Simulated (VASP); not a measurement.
# NbSi (CsCl type) (Pm-3m) in VASP: notebook, part 2 of 2

VASP 6.6.1. The steps go on from the part before.

## (4) Relaxation of cell and atoms, PBE, target pressure 25 GPa, at which the enthalpy is minimised

Input file INCAR:

```
SYSTEM = NbSi
PREC     = Accurate       ! precision mode
ENCUT    = 500            ! plane-wave cutoff, eV
EDIFF    = 1E-7           ! SCF threshold, eV
ISMEAR   = -1             ! smearing method
SIGMA    = 0.1            ! smearing width, eV
LREAL    = .FALSE.        ! projectors in reciprocal space
LASPH    = .TRUE.         ! aspherical terms in the spheres
NELM     = 120            ! most SCF steps
ALGO     = Normal         ! electronic algorithm
ISIF     = 3              ! what is computed and relaxed
LWAVE    = .FALSE.        ! write WAVECAR
LCHARG   = .FALSE.        ! write CHGCAR
GGA      = PE             ! functional
IBRION   = 2              ! ionic algorithm
NSW      = 32             ! ionic steps
EDIFFG   = -0.005         ! ionic threshold
PSTRESS  = 250.0        
GGA_COMPAT= .FALSE.      
NELMIN   = 4
```

Input file KPOINTS:

```
regular mesh
0
G
  13 13 13
  0 0 0
```

Input file POSCAR:

```
NbSi
1.0
    3.0369682099      0.0000000000      0.0000000000
    0.0000000000      3.0369682099      0.0000000000
    0.0000000000      0.0000000000      3.0369682099
Nb Si
1 1
Direct
    0.0000000000      0.0000000000      0.0000000000
    0.5000000000      0.5000000000      0.5000000000
```

Potentials or basis: VASP PAW PBE potentials, release 64 (Nb_sv, Si).

Launch:

```bash
cat potpaw_PBE.64/Nb_sv/POTCAR potpaw_PBE.64/Si/POTCAR > POTCAR
mpirun -np 1 vasp_std > vasp.out
```

OUTCAR:

```text
SYSTEM = NbSi
   PREC = Accurate
   ENCUT = 500
   EDIFF = 1E-7
   ISMEAR = -1
   LREAL = .FALSE.
   LASPH = .TRUE.
   NELM = 120
   ISIF = 3
   GGA = PE
   IBRION = 2
   NSW = 32
   EDIFFG = -0.005
   PSTRESS = 250.0
   NELMIN = 4

 ion  position               nearest neighbor table
   1  0.000  0.000  0.000-   2 2.63   2 2.63   2 2.63   2 2.63   2 2.63   2 2.63   2 2.63   2 2.63

   2  0.500  0.500  0.500-   1 2.63   1 2.63   1 2.63   1 2.63   1 2.63   1 2.63   1 2.63   1 2.63

  LATTYP: Found a simple cubic cell.
 ALAT       =     3.0369682099

  Lattice vectors:

 A1 = (   3.0369682099,   0.0000000000,   0.0000000000)
 A2 = (   0.0000000000,   3.0369682099,   0.0000000000)
 A3 = (   0.0000000000,   0.0000000000,   3.0369682099)

Analysis of symmetry for initial positions (statically):
=====================================================================
 Subroutine PRICEL returns:
 Original cell was already a primitive cell.

 Routine SETGRP: Setting up the symmetry group for a
 simple cubic supercell.

 Subroutine GETGRP returns: Found 48 space group operations
 (whereof 48 operations were pure point group operations)
 out of a pool of 48 trial point group operations.

The static configuration has the point symmetry O_h .

Analysis of symmetry for dynamics (positions and initial velocities):
=====================================================================
 Subroutine PRICEL returns:
 Original cell was already a primitive cell.

 Routine SETGRP: Setting up the symmetry group for a
 simple cubic supercell.

 Subroutine GETGRP returns: Found 48 space group operations
 (whereof 48 operations were pure point group operations)
 out of a pool of 48 trial point group operations.

The dynamic configuration has the point symmetry O_h .

 Subroutine INISYM returns: Found 48 space group operations
 (whereof 48 operations are pure point group operations),
 and found     1 'primitive' translations

----------------------------------------------------------------------------------------

                                     Primitive cell

  volume of cell :      28.0105

  direct lattice vectors                    reciprocal lattice vectors
     3.036968210  0.000000000  0.000000000     0.329275755  0.000000000  0.000000000
     0.000000000  3.036968210  0.000000000     0.000000000  0.329275755  0.000000000
     0.000000000  0.000000000  3.036968210     0.000000000  0.000000000  0.329275755

  length of vectors
     3.036968210  3.036968210  3.036968210     0.329275755  0.329275755  0.329275755

  position of ions in fractional coordinates (direct lattice)
     0.000000000  0.000000000  0.000000000
     0.500000000  0.500000000  0.500000000

  ion indices of the primitive-cell ions
   primitive index   ion index
                 1           1
                 2           2

----------------------------------------------------------------------------------------

 KPOINTS: regular mesh

Automatic generation of k-mesh.
 Grid dimensions read from file:
 generate k-points for:   13   13   13

 Generating k-lattice:

[... 49 lines left out ...]
   NGX,Y,Z   is equivalent  to a cutoff of  13.14, 13.14, 13.14 a.u.
   NGXF,Y,Z  is equivalent  to a cutoff of  26.28, 26.28, 26.28 a.u.
 SYSTEM =  NbSi
   PREC   = accura    normal or accurate (medium, high low for compatibility)
   ISTART =      0    job   : 0-new  1-cont  2-samecut
   ICHARG =      2    charge: 1-file 2-atom 10-const
   ISPIN  =      1    spin polarized calculation?
   LNONCOLLINEAR =      F non collinear calculations
   LSORBIT =      F    spin-orbit coupling
   LASPH  =      T    aspherical Exc in radial PAW
   ENCUT  =  500.0 eV  36.75 Ry    6.06 a.u.   5.54  5.54  5.54*2*pi/ulx,y,z
   NELM   =    120;   NELMIN=  4; NELMDL= -5     # of ELM steps
   EDIFF  = 0.1E-06   stopping-criterion for ELM
   LREAL  =      F    real-space projection
   EDIFFG = -.5E-02   stopping-criterion for IOM
   NSW    =     32    number of steps for IOM
   IBRION =      2    ionic relax: 0-MD 1-quasi-New 2-CG
   NFREE  =      1    steps in history (QN), initial steepest desc. (CG)
   ISIF   =      3    stress and relaxation
   ISYM   =      2    0-nonsym 1-usesym 2-fastsym
   POTIM  = 0.5000    time-step for ionic-motion
   TEBEG  =    0.0;   TEEND  =   0.0 temperature during run
   PSTRESS=  250.0 pullay stress
   NELECT =      17.0000    total number of electrons
   NUPDOWN=      -1.0000    fix difference up-down
   EMIN   =  10.00;   EMAX   =-10.00  energy-range for DOS
   EFERMI =   0.00;   METHOD = LEGACY
   ISMEAR =    -1;   SIGMA  =   0.10  broadening in eV -4-tet -1-fermi 0-gaus
   EFERMI_NEDOS =   21; number of points for ismear=-14 and -15
   IALGO  =     38    algorithm
   IMIX   =      4    mixing-type and parameters
     AMIX     =   0.40;   BMIX     =  1.00
     AMIX_MAG =   1.60;   BMIX_MAG =  1.00
  volume/ion in A,a.u.               =      14.01        94.51
  Fermi-wavevector in a.u.,A,eV,Ry     =   1.386067  2.619287 26.139265  1.921182
  Thomas-Fermi vector in A             =   2.510418
   LORBIT       =      0    0 simple, 1 ext, 2 COOP (PROOUT), +10 PAW based schemes
   GGA     = PE    functional components
   LHFCALC =     F    Hartree Fock is set to
   AEXX    =    0.0000 exact exchange contribution
   IVDW    =     0    specifies the selected vdW correction
   LEPSILON=     F    determine dielectric tensor
   LRPA    =     F    only Hartree local field effects (RPA)
 conjugate gradient relaxation of ions
 non-spin polarized calculation
  energy-cutoff  :      500.00
  volume of cell :       28.01
 maximum number of plane-waves:       739
 NGX is ok and might be reduce to    24
   NGX = 11   NGY = 11   NGZ = 11

--------------------------------------- Ionic step        1  -------------------------------------------

 number of electron      16.9999999 magnetization

 Free energy of the ion-electron system (eV)
  ---------------------------------------------------
  ext. energy  EPLUGINS =         0.00000000
  ---------------------------------------------------
  free energy    TOTEN  =       -15.82622886 eV

  energy without entropy =      -15.78168900  energy(sigma->0) =      -15.80395893

------------------------ aborting loop because EDIFF is reached ----------------------------------------

  FORCE on cell =-STRESS in cart. coord.  units (eV):
  Direction    XX          YY          ZZ          XY          YZ          ZX
  --------------------------------------------------------------------------------------
  -------------------------------------------------------------------------------------
  Total        4.3109984      4.3109984      4.3109984     -0.0000000     -0.0000000      0.0000000
  in kB      246.5855982    246.5855982    246.5855982     -0.0000000     -0.0000000      0.0000000
  external PRESSURE =      -3.4144018 kB  Pullay stress =     250.0000000 kB
[... 63 lines left out ...]
--------------------------------------- Ionic step        3  -------------------------------------------

 number of electron      16.9999999 magnetization

 Free energy of the ion-electron system (eV)
  ---------------------------------------------------
  ext. energy  EPLUGINS =         0.00000000
  ---------------------------------------------------
  free energy    TOTEN  =       -15.82052981 eV

  energy without entropy =      -15.77607649  energy(sigma->0) =      -15.79830315

 E-fermi :  12.8301     XC(G=0): -12.6334

 val. band max:       12.8245847751   @ k =   0.2308   0.2308   0.2308
 cond. band min:      12.8311459932   @ k =   0.3846   0.3846   0.0000
 fundamental gap:      0.0065612182
 Fermi energy:        12.8300710343

 k-point     1 :       0.0000    0.0000    0.0000
  band No.  band energies     occupation
      1     -41.5588      2.00000
      2     -17.4438      2.00000
      3     -17.4438      2.00000
      4     -17.4438      2.00000
      5       1.0988      2.00000
      6       9.6406      2.00000
      7       9.6406      2.00000
      8      15.3948      0.00000
      9      15.3948      0.00000
     10      15.3948      0.00000
     11      15.6844      0.00000
     12      15.6844      0.00000
[... 331 lines left out ...]
 k-point    24 :       0.3846    0.3077    0.0000
  band No.  band energies     occupation
      1     -41.4673      2.00000
      2     -17.9507      2.00000
      3     -17.8097      2.00000
      4     -17.3475      2.00000
      5       4.1903      2.00000
      6       8.1055      2.00000
      7       9.9671      2.00000
      8      11.8031      1.99993
      9      12.6057      1.80822
     10      13.6551      0.00052
     11      16.9553      0.00000
     12      18.5028      0.00000

 [... further k-points ...]

------------------------ aborting loop because EDIFF is reached ----------------------------------------

  FORCE on cell =-STRESS in cart. coord.  units (eV):
  Direction    XX          YY          ZZ          XY          YZ          ZX
  --------------------------------------------------------------------------------------
  -------------------------------------------------------------------------------------
  Total        4.3667590      4.3667590      4.3667590      0.0000000     -0.0000000      0.0000000
  in kB      250.1034442    250.1034442    250.1034442      0.0000000     -0.0000000      0.0000000
  external PRESSURE =       0.1034442 kB  Pullay stress =     250.0000000 kB
[... 21 lines left out ...]
  energy  without entropy=      -15.7760764919  energy(sigma->0) =      -15.79830315

  enthalpy is  TOTEN    =       -11.4555769572 eV   P V=        4.3649528569

 reached required accuracy - stopping structural energy minimisation
```

Wall time 20 s (1 thread of Intel Xeon 6975P-C (Granite Rapids), shared host); peak memory 0.15 GiB.

What came out:

| Quantity | Value |
| --- | --- |
| Free energy | -15.8205 eV |
| Relaxed volume | 13.99 Å³/atom |
| Relaxed cell | a = 3.036 Å, b = 3.036 Å, c = 3.036 Å, α = 90.00°, β = 90.00°, γ = 90.00° |
| Space group after relaxing (to 0.05 Å) | Pm-3m (No. 221) |
| Energy change on relaxing (the enthalpy is what falls) | +2.8 meV/atom |
| Ionic steps | 3 |
| Pressure after relaxing | 25.0 GPa |

The path:
```
step  energy change (eV)  largest force (eV/Å)  pressure (GPa)  volume (Å³)
   1              0.0000                0.0000           24.66        28.01
   2              0.0190                0.0000           25.82        27.89
   3              0.0057                0.0000           25.01        27.97
```

Final structure:
```cif
data_structure
_symmetry_space_group_name_H-M 'P 1'
_symmetry_Int_Tables_number 1
_cell_length_a 3.0356
_cell_length_b 3.0356
_cell_length_c 3.0356
_cell_angle_alpha 90.000
_cell_angle_beta 90.000
_cell_angle_gamma 90.000
_cell_volume 27.97
loop_
_atom_site_label
_atom_site_type_symbol
_atom_site_fract_x
_atom_site_fract_y
_atom_site_fract_z
_atom_site_occupancy
Nb1 Nb 0.00000 0.00000 0.00000 1
Si1 Si 0.50000 0.50000 0.50000 1
```

Caveat: the cell is relaxed towards a set pressure, so the enthalpy falls and the energy may rise.
